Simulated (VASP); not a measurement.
A run of VASP 6.6.1:

Contents of INCAR:

```
SYSTEM = AlN
ALGO     = Normal         ! electronic algorithm
EDIFF    = 1E-6           ! SCF threshold, eV
ENCUT    = 520            ! plane-wave cutoff, eV
GGA      = PE             ! functional
ISIF     = 2              ! what is computed and relaxed
ISMEAR   = -1             ! smearing method
LASPH    = .True.         ! aspherical terms in the spheres
LCHARG   = .True.         ! write CHGCAR
LELF     = .True.         ! ELF
LREAL    = .False.        ! projectors in reciprocal space
LVHAR    = .True.       
LWAVE    = .False.        ! write WAVECAR
NBANDS   = 16             ! bands
NELM     = 60             ! most SCF steps
PREC     = Accurate       ! precision mode
SIGMA    = 0.02           ! smearing width, eV
```

File KPOINTS:

```
k-points
0
Gamma
  12 12 6
  0 0 0
```

File POSCAR:

```
AlN
1.0
    2.8328531496      0.0000000000      0.0000000000
   -1.4164265748      2.4533227928      0.0000000000
    0.0000000000      0.0000000000      4.8410108813
Al N
2 2
Direct
    0.0000000000      0.0000000000      0.0000000000
    0.0000000000      0.0000000000      0.5000000000
    0.3333333333      0.6666666667      0.2500000000
    0.6666666667      0.3333333333      0.7500000000
```

Potentials or basis: VASP PAW PBE potentials, release 64 (Al, N).

Run with:

```sh
$ cat potpaw_PBE.64/Al/POTCAR potpaw_PBE.64/N/POTCAR > POTCAR
$ mpirun -np 1 vasp_std > vasp.out
```

Hardware: 1 thread of Intel(R) Xeon(R) Platinum 8488C (Sapphire Rapids) (shared host).

Task: How long does it take, and how much memory?

Result: It took 20 s on 1 thread of Intel(R) Xeon(R) Platinum 8488C (Sapphire Rapids), with other jobs on the host, peak memory 0.17 GiB. Counts: scf iterations 12, k points 76.
